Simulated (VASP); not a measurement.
Set up this calculation in VASP 6.6.1, as the native input.

```yaml
Task: single point
Functional: BLYP
Potentials_or_basis: VASP PAW PBE potentials, release 64 (Te)
Cutoff: 520 eV
k_mesh: 8 × 8 × 8
Occupations: fermi-dirac, width 0.1 eV
Spin: no spin polarisation
Dipole_correction: no
Further_INCAR_settings: ALGO = Normal; EDIFF = 1e-06; NBANDS = 13
```

The structure of Te lies in POSCAR:

```
Te
1.0
    0.0000000000      3.7358925820      3.7358925820
    3.7358925820      0.0000000000      3.7358925820
    3.7358925820      3.7358925820      0.0000000000
Te
2
Direct
    0.1250000000      0.1250000000      0.1250000000
    0.8750000000      0.8750000000      0.8750000000
```

This cell differs from its parent crystal: volume scaled by 1.04.

The input as run:

INCAR

```
PREC     = Accurate       # precision mode
ENCUT    = 520            # plane-wave cutoff, eV
EDIFF    = 1E-6           # SCF threshold, eV
ISMEAR   = -1             # smearing method
SIGMA    = 0.1            # smearing width, eV
LREAL    = F              # projectors in reciprocal space
LASPH    = T              # aspherical terms in the spheres
NELM     = 80             # most SCF steps
ALGO     = Normal         # electronic algorithm
ISIF     = 2              # what is computed and relaxed
LWAVE    = F              # write WAVECAR
LCHARG   = F              # write CHGCAR
GGA      = B5             # functional
ALDAX    = 1.0          
AGGAX    = 1.0          
AGGAC    = 1.0          
ALDAC    = 0.0          
NBANDS   = 13             # bands
```

KPOINTS

```
regular mesh
0
Gamma
  8 8 8
```

Potentials or basis: VASP PAW PBE potentials, release 64 (Te).

Command:

```console
$ cat potpaw_PBE.64/Te/POTCAR > POTCAR
$ mpirun -np 1 vasp_std > vasp.out
```

It gave:

```json
{
  "Pressure": "-0.7 GPa",
  "Band gap on the k mesh": "zero (band 6 reaches 2.83 eV, above the bottom of band 7 at 2.05 eV)"
}
```

Caveat: the PAW data sets were made with another functional, which shifts forces and pressure a little; spin-orbit coupling is left out, which moves the levels of the heavy elements.

Wall time 21 s on 1 thread of Intel(R) Xeon(R) 6975P-C (Granite Rapids), with other jobs on the host, peak memory 0.24 GiB.
